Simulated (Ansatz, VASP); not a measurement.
**HfSi3 in VASP and in Ansatz**

The input POSCAR:

```
HfSi3
1.0
    3.9735079819      0.0000000000      0.0000000000
    0.0000000000      3.9735079819      0.0000000000
    0.0000000000      0.0000000000      3.9735079819
Hf Si
1 3
Direct
    0.0000000000      0.0000000000      0.0000000000
    0.0000000000      0.5000000000      0.5000000000
    0.5000000000      0.5000000000      0.0000000000
    0.5000000000      0.0000000000      0.5000000000
```

INCAR.step1

```
SYSTEM = HfSi3
PREC = Accurate
ENCUT = 520
ISMEAR = 0
SIGMA = 0.05
LREAL = .FALSE.
LASPH = .TRUE.
NELM = 60
NBANDS = 19
GGA = PE
ALGO = Normal
EDIFF = 1E-4
LWAVE = .TRUE.
LCHARG = .FALSE.
```

The input INCAR.step2:

```
SYSTEM = HfSi3
PREC = Accurate
ENCUT = 520
EDIFF = 1E-6
ISMEAR = 0
SIGMA = 0.05
LREAL = .FALSE.
LASPH = .TRUE.
NELM = 60
ALGO = Normal
ISIF = 2
LWAVE = .FALSE.
LCHARG = .FALSE.
METAGGA = R2SCAN
LMIXTAU = .TRUE.
NBANDS = 19
ISTART = 1
```

The input KPOINTS:

```
regular mesh
0
G
  8 8 8
  0 0 0
```

Input for Ansatz:

```yaml
crystal:
  lattice:
    - [3.9735079819, 0.0, 0.0]
    - [0.0, 3.9735079819, 0.0]
    - [0.0, 0.0, 3.9735079819]
  atoms:
    - { symbol: Hf, position: [0.0, 0.0, 0.0] }
    - { symbol: Si, position: [0.0, 0.5, 0.5] }
    - { symbol: Si, position: [0.5, 0.5, 0.0] }
    - { symbol: Si, position: [0.5, 0.0, 0.5] }
basis:
  ecutwfc: 500
  ecutrho_ratio: 4
kpoints:
  mp_grid: { grid: [8, 8, 8] }
hamiltonian:
  xc: r2scan
scf:
  occupations: { method: gaussian, width: 0.05 }
output:
  forces: true
  stress: true
  eigenvalues: true
  populations: true
  write_density: true
  write_potential: true
  elf: true
  volumetric_format: npy
```

Alike in both runs: task single point; functional r2SCAN; k mesh 8 × 8 × 8; occupations gaussian, width 0.05 eV; no spin polarisation.

|  | VASP | Ansatz |
| --- | --- | --- |
| version | VASP 6.6.1 | Ansatz 0.2.0 |
| potentials or method | VASP PAW PBE potentials, release 64 (Hf_pv, Si), cutoff 520 eV | scalar-relativistic, plane waves, PAW |
| valence electrons in the cell | 22 | 38 |

```csv
,VASP,Ansatz,Ansatz less VASP
gap on the k mesh at the Fermi level (eV),none,none,-
pressure (GPa),-3.1,-2.8,+0.26
```

VASP's potentials were made for PBE, not for r2SCAN. A gap of «none» marks a metal or a gap that the smearing closes. VASP's potentials hold 22 valence electrons a cell and Ansatz's 38, so a difference there can come from the potentials and not from the codes.

Neither program's run includes spin-orbit coupling.
